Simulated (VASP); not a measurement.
Wanted: the native input for a VASP 6.6.1 run.

| Property | Result |
| --- | --- |
| Task | single point |
| Functional | PBEsol |
| Potentials or basis | VASP PAW PBE potentials, release 64 (Si) |
| Cutoff | 500 eV |
| k mesh | 4 × 4 × 4 |
| Occupations | gaussian, width 0.01 eV |
| Spin | no spin polarisation |
| Dipole correction | no |
| Further INCAR settings | ALGO = Normal; EDIFF = 1e-06; NBANDS = 11 |

The structure of Si lies in POSCAR:

```
Si
1.0
   -0.0205220013      2.7233768487      2.7438988500
    2.7233768487     -0.0205220013      2.7438988500
    2.7028548474      2.7028548474      0.0000000000
Si
2
Direct
   -0.0009549075     -0.0009549075      0.0009549075
    0.2509549075      0.2509549075      0.2490450925
```

These files were run (other wordings do the same):

INCAR

```
SYSTEM = Si
PREC     = Accurate       ! precision mode
ENCUT    = 500            ! plane-wave cutoff, eV
EDIFF    = 1E-6           ! SCF threshold, eV
ISMEAR   = 0              ! smearing method
SIGMA    = 0.01           ! smearing width, eV
LREAL    = .FALSE.        ! projectors in reciprocal space
LASPH    = .TRUE.         ! aspherical terms in the spheres
NELM     = 120            ! most SCF steps
ALGO     = Normal         ! electronic algorithm
ISIF     = 2              ! what is computed and relaxed
LWAVE    = .FALSE.        ! write WAVECAR
LCHARG   = .FALSE.        ! write CHGCAR
GGA      = PS             ! functional
NBANDS   = 11             ! bands
GGA_COMPAT= .FALSE.
```

KPOINTS

```
regular mesh
0
G
  4 4 4
  0 0 0
```

Potentials or basis: VASP PAW PBE potentials, release 64 (Si).

The run is started by

```sh
$ cat potpaw_PBE.64/Si/POTCAR > POTCAR
$ mpirun -np 1 vasp_std > vasp.out
```

Results of the run:

| Quantity | Value |
| --- | --- |
| Pressure | -0.6 GPa |
| Largest force | 0.008 eV/Å |
| Band gap on the k mesh | 0.44 eV (least direct gap 2.31 eV) |

Caveat: the k points lie up to 0.50 Å⁻¹ apart; the PAW data sets were made with another functional, which shifts forces and pressure a little.

It took 3.8 s on 1 thread of AMD EPYC 9R45 96-Core Processor (Zen 5), with other jobs on the host, peak memory 0.11 GiB.
